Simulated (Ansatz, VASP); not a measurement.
**Two plane-wave programs on Sb2P3H**

```
CELL_PARAMETERS angstrom
5.39708 0.00000 0.00000
0.00000 5.39708 0.00000
0.00000 0.00000 5.40765
ATOMIC_POSITIONS crystal
Sb 0.00000 0.50000 0.00000
Sb 0.50000 0.00000 0.00000
H 0.50000 0.50000 0.50000
P 0.50000 0.50000 0.29579
P 0.50000 0.50000 0.70421
P 0.00000 0.00000 0.00000
```

Alike in both runs: task relaxation of cell and atoms; functional PBE; k mesh 4 × 4 × 4; occupations gaussian, width 0.1 eV; no spin polarisation.

|  | VASP | Ansatz |
| --- | --- | --- |
| version | VASP 6.6.1 | Ansatz 0.2.0 |
| potentials or method | VASP PAW PBE potentials, release 64 (Sb, H, P), cutoff 600 eV | scalar-relativistic, plane waves, PAW |
| valence electrons in the cell | 26 | 46 |

|  | VASP | Ansatz | Ansatz less VASP |
| --- | --- | --- | --- |
| gap on the k mesh at the Fermi level, each at its own relaxed structure (eV) | none | none | - |
| relaxed volume (Å³/atom) | 26.42 | 26.48 | +0.056 |
| relaxed length of the cell vector where the two differ most in proportion (Å) | 5.582 | 5.587 | +0.0042 |

A gap of «none» marks a metal or a gap that the smearing closes. VASP's potentials hold 26 valence electrons a cell and Ansatz's 46, so a difference there can come from the potentials and not from the codes.

Neither program's run includes spin-orbit coupling.
